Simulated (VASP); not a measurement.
# AlNi (R3m) in VASP: a series of runs

Runs on AlNi. Level: PBEsol. Tasks: single point.

All numbers are computed with VASP 6.6.1; they aren't measurements. Logs are shortened: lines on timing, memory, paths and dates and some standing lists are left out, and cuts for length are marked.

## Step 1: The cell of the first run

It takes space group R3m (No. 160, trigonal). Conventional cell: a = 4.048 Å, b = 4.048 Å, c = 4.957 Å, α = 90.00°, β = 90.00°, γ = 120.00°. Within 2.9 Å of Al (site symmetry 3m) lie 8 Ni at 2.17 to 2.79 Å and 6 Al at 2.86 Å. Within 2.9 Å of Ni (site symmetry 3m) lie 8 Al at 2.17 to 2.79 Å and 6 Ni at 2.86 Å.

## Step 2: Single point, PBEsol

File INCAR:

```
SYSTEM = AlNi
ALGO = Fast
EDIFF = 1E-6
ENCUT = 520
GGA = PS
ISIF = 2
ISMEAR = 0
LASPH = .TRUE.
LCHARG = .TRUE.
LELF = .TRUE.
LREAL = .FALSE.
LVHAR = .TRUE.
LWAVE = .FALSE.
NBANDS = 14
NELM = 80
PREC = Accurate
SIGMA = 0.15
```

File KPOINTS:

```
k-points
0
G
  20 20 20
  0 0 0
```

File POSCAR:

```
AlNi
1.0
    2.8621655516      0.0000000000      0.0000000000
    0.0000000000      2.8621655516      0.0000000000
    0.0000000000      0.0000000000      2.8621655516
Al Ni
1 1
Direct
    0.0000000000      0.0000000000      0.0000000000
    0.4369631295      0.4369631295      0.4369631295
```

Potentials or basis: VASP PAW PBE potentials, release 64 (Al, Ni).

On the command line:

```console
$ cat potpaw_PBE.64/Al/POTCAR potpaw_PBE.64/Ni/POTCAR > POTCAR
$ mpirun -np 1 vasp_std > vasp.out
```

OUTCAR:

```text
SYSTEM = AlNi
   EDIFF = 1E-6
   ENCUT = 520
   GGA = PS
   ISIF = 2
   ISMEAR = 0
   LASPH = .TRUE.
   LREAL = .FALSE.
   NELM = 80
   PREC = Accurate

 ion  position               nearest neighbor table
   1  0.000  0.000  0.000-   2 2.17   2 2.39   2 2.39   2 2.39   2 2.60   2 2.60   2 2.60   2 2.79

   2  0.437  0.437  0.437-   1 2.17   1 2.39   1 2.39   1 2.39   1 2.60   1 2.60   1 2.60   1 2.79

  LATTYP: Found a simple cubic cell.
 ALAT       =     2.8621655516

  Lattice vectors:

 A1 = (   2.8621655516,   0.0000000000,   0.0000000000)
 A2 = (   0.0000000000,   2.8621655516,   0.0000000000)
 A3 = (   0.0000000000,   0.0000000000,   2.8621655516)

Analysis of symmetry for initial positions (statically):
=====================================================================
 Subroutine PRICEL returns:
 Original cell was already a primitive cell.

 Routine SETGRP: Setting up the symmetry group for a
 simple cubic supercell.

 Subroutine GETGRP returns: Found  6 space group operations
 (whereof  6 operations were pure point group operations)
 out of a pool of 48 trial point group operations.

The static configuration has the point symmetry C_3v.

Analysis of symmetry for dynamics (positions and initial velocities):
=====================================================================
 Subroutine PRICEL returns:
 Original cell was already a primitive cell.

 Routine SETGRP: Setting up the symmetry group for a
 simple cubic supercell.

 Subroutine GETGRP returns: Found  6 space group operations
 (whereof  6 operations were pure point group operations)
 out of a pool of 48 trial point group operations.

The dynamic configuration has the point symmetry C_3v.

 Subroutine INISYM returns: Found  6 space group operations
 (whereof  6 operations are pure point group operations),
 and found     1 'primitive' translations

----------------------------------------------------------------------------------------

                                     Primitive cell

  volume of cell :      23.4468

  direct lattice vectors                    reciprocal lattice vectors
     2.862165552  0.000000000  0.000000000     0.349385800  0.000000000  0.000000000
     0.000000000  2.862165552  0.000000000     0.000000000  0.349385800  0.000000000
     0.000000000  0.000000000  2.862165552     0.000000000  0.000000000  0.349385800

  length of vectors
     2.862165552  2.862165552  2.862165552     0.349385800  0.349385800  0.349385800

  position of ions in fractional coordinates (direct lattice)
     0.000000000  0.000000000  0.000000000
     0.436963130  0.436963130  0.436963130

  ion indices of the primitive-cell ions
   primitive index   ion index
                 1           1
                 2           2

----------------------------------------------------------------------------------------

 KPOINTS: k-points

Automatic generation of k-mesh.
 Grid dimensions read from file:
 generate k-points for:   20   20   20

 Generating k-lattice:

  Cartesian coordinates                     Fractional coordinates (reciprocal lattice)
     0.017469290  0.000000000  0.000000000     0.050000000  0.000000000  0.000000000
     0.000000000  0.017469290  0.000000000     0.000000000  0.050000000  0.000000000
     0.000000000  0.000000000  0.017469290     0.000000000  0.000000000  0.050000000

  Length of vectors
     0.017469290  0.017469290  0.017469290

  Shift w.r.t. Gamma in fractional coordinates (k-lattice)
     0.000000000  0.000000000  0.000000000

 Subroutine IBZKPT returns following result:
 ===========================================

 Found    781 irreducible k-points:

 Following reciprocal coordinates:
            Coordinates               Weight
  0.000000  0.000000  0.000000      1.000000
  0.050000  0.000000  0.000000      6.000000
  0.100000  0.000000  0.000000      6.000000
  0.150000  0.000000  0.000000      6.000000
  0.200000  0.000000  0.000000      6.000000
  0.250000  0.000000  0.000000      6.000000
[... 16 lines left out ...]
 -0.050000  0.300000  0.000000     12.000000
  0.350000  0.050000  0.000000     12.000000
 [... further k-points ...]
   k-points           NKPTS =    781   k-points in BZ     NKDIM =    781   number of bands    NBANDS=     14
   number of dos      NEDOS =    301   number of ions     NIONS =      2
   total plane-waves  NPLWV =  13824
   dimension x,y,z NGX =    24 NGY =   24 NGZ =   24
   dimension x,y,z NGXF=    48 NGYF=   48 NGZF=   48
   ions per type =               1   1
   NGX,Y,Z   is equivalent  to a cutoff of  13.94, 13.94, 13.94 a.u.
   NGXF,Y,Z  is equivalent  to a cutoff of  27.88, 27.88, 27.88 a.u.
 SYSTEM =  AlNi
   PREC   = accura    normal or accurate (medium, high low for compatibility)
   ISTART =      0    job   : 0-new  1-cont  2-samecut
   ICHARG =      2    charge: 1-file 2-atom 10-const
   ISPIN  =      1    spin polarized calculation?
   LNONCOLLINEAR =      F non collinear calculations
   LSORBIT =      F    spin-orbit coupling
   LASPH  =      T    aspherical Exc in radial PAW
   ENCUT  =  520.0 eV  38.22 Ry    6.18 a.u.   5.32  5.32  5.32*2*pi/ulx,y,z
   NELM   =     80;   NELMIN=  2; NELMDL= -5     # of ELM steps
   EDIFF  = 0.1E-05   stopping-criterion for ELM
   LREAL  =      F    real-space projection
   EDIFFG = 0.1E-04   stopping-criterion for IOM
   NSW    =      0    number of steps for IOM
   IBRION =     -1    ionic relax: 0-MD 1-quasi-New 2-CG
   NFREE  =      0    steps in history (QN), initial steepest desc. (CG)
   ISIF   =      2    stress and relaxation
   ISYM   =      2    0-nonsym 1-usesym 2-fastsym
   POTIM  = 0.5000    time-step for ionic-motion
   TEBEG  =    0.0;   TEEND  =   0.0 temperature during run
   PSTRESS=    0.0 pullay stress
   NELECT =      13.0000    total number of electrons
   NUPDOWN=      -1.0000    fix difference up-down
   EMIN   =  10.00;   EMAX   =-10.00  energy-range for DOS
   EFERMI =   0.00;   METHOD = LEGACY
   ISMEAR =     0;   SIGMA  =   0.15  broadening in eV -4-tet -1-fermi 0-gaus
   EFERMI_NEDOS =   21; number of points for ismear=-14 and -15
   IALGO  =     68    algorithm
   IMIX   =      4    mixing-type and parameters
     AMIX     =   0.40;   BMIX     =  1.00
     AMIX_MAG =   1.60;   BMIX_MAG =  1.00
  volume/ion in A,a.u.               =      11.72        79.11
  Fermi-wavevector in a.u.,A,eV,Ry     =   1.344914  2.541519 24.610134  1.808794
  Thomas-Fermi vector in A             =   2.472869
   LORBIT       =      0    0 simple, 1 ext, 2 COOP (PROOUT), +10 PAW based schemes
   GGA     = PS    functional components
   LHFCALC =     F    Hartree Fock is set to
   AEXX    =    0.0000 exact exchange contribution
   IVDW    =     0    specifies the selected vdW correction
   LEPSILON=     F    determine dielectric tensor
   LRPA    =     F    only Hartree local field effects (RPA)
 non-spin polarized calculation
 RMM-DIIS sequential band-by-band and
 Gauss-broadening in eV      SIGMA  =   0.15
  energy-cutoff  :      520.00
  volume of cell :       23.45
 maximum number of plane-waves:       655
 NGX is ok and might be reduce to    24
   NGX = 11   NGY = 11   NGZ = 11

 number of electron      13.0000010 magnetization

 Free energy of the ion-electron system (eV)
  ---------------------------------------------------
  ext. energy  EPLUGINS =         0.00000000
  ---------------------------------------------------
  free energy    TOTEN  =       -11.25039088 eV

  energy without entropy =      -11.24105618  energy(sigma->0) =      -11.24572353

 E-fermi :  10.1233     XC(G=0): -12.2363

 val. band max:       10.1232302417   @ k =   0.4500   0.4000   0.2500
 cond. band min:      10.1304353207   @ k =  -0.3000   0.3500   0.0000
 fundamental gap:      0.0072050791
 Fermi energy:        10.1232527777

 k-point     1 :       0.0000    0.0000    0.0000
  band No.  band energies     occupation
      1      -1.1051      2.00000
      2       6.7055      2.00000
      3       6.7055      2.00000
      4       8.3770      2.00000
      5       8.5220      2.00000
      6       8.5220      2.00000
      7      15.6928      0.00000
      8      15.6928      0.00000
      9      15.9659      0.00000
     10      18.5087      0.00000
     11      18.5087      0.00000
     12      23.6067      0.00000
     13      30.6340      0.00000
     14      30.6356      0.00000

 k-point     2 :       0.0500    0.0000    0.0000
  band No.  band energies     occupation
      1      -1.0584      2.00000
      2       6.7037      2.00000
      3       6.7161      2.00000
      4       8.3638      2.00000
      5       8.5008      2.00000
      6       8.5179      2.00000
      7      15.1622      0.00000
      8      15.7558      0.00000
      9      16.0280      0.00000
     10      18.5119      0.00000
     11      18.9817      0.00000
     12      23.7642      0.00000
     13      30.1906      0.00000
     14      30.4067      0.00000

 k-point     3 :       0.1000    0.0000    0.0000
  band No.  band energies     occupation
      1      -0.9187      2.00000
      2       6.6930      2.00000
      3       6.7471      2.00000
      4       8.3209      2.00000
      5       8.4403      2.00000
      6       8.5115      2.00000
      7      14.1120      0.00000
      8      15.9415      0.00000
      9      16.2023      0.00000
     10      18.5215      0.00000
     11      19.8450      0.00000
     12      24.2573      0.00000
     13      29.2176      0.00000
     14      29.5686      0.00000

 k-point     4 :       0.1500    0.0000    0.0000
  band No.  band energies     occupation
      1      -0.6871      2.00000
      2       6.6560      2.00000
      3       6.7960      2.00000
      4       8.2479      2.00000
      5       8.3495      2.00000
      6       8.5107      2.00000
      7      12.9808      0.00000
      8      16.2413      0.00000
      9      16.4832      0.00000
     10      18.5374      0.00000
     11      20.6343      0.00000
     12      25.0943      0.00000
     13      28.0911      0.00000
     14      28.4987      0.00000

 k-point     5 :       0.2000    0.0000    0.0000
  band No.  band energies     occupation
      1      -0.3653      2.00000
      2       6.5605      2.00000
      3       6.8586      2.00000
      4       8.1545      2.00000
      5       8.2402      2.00000
      6       8.5158      2.00000
      7      11.9156      0.00000
      8      16.6434      0.00000
      9      16.8608      0.00000
     10      18.5596      0.00000
     11      21.2597      0.00000
[... 276 lines left out ...]
 k-point    22 :       0.3000    0.0500    0.0000
  band No.  band energies     occupation
      1       0.5808      2.00000
      2       6.0167      2.00000
      3       7.0072      2.00000
      4       7.9342      2.00000
      5       8.0093      2.00000
      6       8.5193      2.00000
      7      10.3331      0.04789
      8      16.9675      0.00000
      9      17.9142      0.00000
     10      19.1512      0.00000
     11      22.3369      0.00000
     12      24.3404      0.00000
     13      24.9882      0.00000
     14      27.5765      0.00000

 k-point    23 :      -0.0500    0.3000    0.0000
  band No.  band energies     occupation
      1       0.5798      2.00000
      2       6.0167      2.00000
      3       7.0027      2.00000
      4       7.9469      2.00000
      5       8.0117      2.00000
      6       8.5145      2.00000
      7      10.3253      0.05685
      8      16.9884      0.00000
      9      17.9095      0.00000
     10      19.0692      0.00000
     11      22.5045      0.00000
     12      24.3281      0.00000
     13      24.9672      0.00000
     14      27.5517      0.00000

 k-point    24 :       0.3500    0.0500    0.0000
  band No.  band energies     occupation
      1       1.1502      2.00000
      2       5.4786      2.00000
      3       7.0752      2.00000
      4       7.8487      2.00000
      5       7.9201      2.00000
      6       8.5286      2.00000
      7       9.8609      1.98663
      8      17.4560      0.00000
      9      18.5244      0.00000
     10      19.2951      0.00000
     11      22.3478      0.00000
     12      23.5202      0.00000
     13      24.3806      0.00000
     14      26.8639      0.00000

 [... further k-points ...]

------------------------ aborting loop because EDIFF is reached ----------------------------------------

  FORCE on cell =-STRESS in cart. coord.  units (eV):
  Direction    XX          YY          ZZ          XY          YZ          ZX
  --------------------------------------------------------------------------------------
  -------------------------------------------------------------------------------------
  Total        1.1165269      1.1165269      1.1165269      0.7921615      0.7921615      0.7921615
  in kB       76.2949020     76.2949020     76.2949020     54.1302509     54.1302509     54.1302509
  external PRESSURE =      76.2949020 kB  Pullay stress =       0.0000000 kB

 VOLUME and BASIS-vectors are now :
 -----------------------------------------------------------------------------
  energy-cutoff  :      520.00
  volume of cell :       23.45
      direct lattice vectors                 reciprocal lattice vectors
     2.862165552  0.000000000  0.000000000     0.349385800  0.000000000  0.000000000
     0.000000000  2.862165552  0.000000000     0.000000000  0.349385800  0.000000000
     0.000000000  0.000000000  2.862165552     0.000000000  0.000000000  0.349385800

 POSITION                                       TOTAL-FORCE (eV/Angst)
 -----------------------------------------------------------------------------------
      0.00000      0.00000      0.00000        -1.392034     -1.392034     -1.392034
      1.25066      1.25066      1.25066         1.392034      1.392034      1.392034
 -----------------------------------------------------------------------------------
    total drift:                                0.000185      0.000185      0.000183

  FREE ENERGIE OF THE ION-ELECTRON SYSTEM (eV)
  ---------------------------------------------------
  free  energy   TOTEN  =       -11.2503908773 eV

  energy  without entropy=      -11.2410561798  energy(sigma->0) =      -11.24572353
```

Run time: 1.9 min. Hardware: 1 thread of Intel Xeon 6975P-C (Granite Rapids), shared host; peak memory 0.36 GiB.

What came out:

* Free energy: -11.2504 eV
* Pressure: 7.6 GPa
* Largest force: 2.411 eV/Å

Forces in eV/Å, atoms in the order of the input:
```
Al  -1.392 -1.392 -1.392
Ni   1.392  1.392  1.392
```

Stress tensor (GPa, compression positive):
```
7.63 5.41 5.41
5.41 7.63 5.41
5.41 5.41 7.63
```

Caveat: the cell differs from its parent crystal (all Ni atoms moved +0.312 Å, as atom 2 towards its neighbour atom 1 (Al) at 2.479 Å); the PAW data sets were made with another functional, which shifts forces and pressure a little.

(Continued in part 2 of 2.)
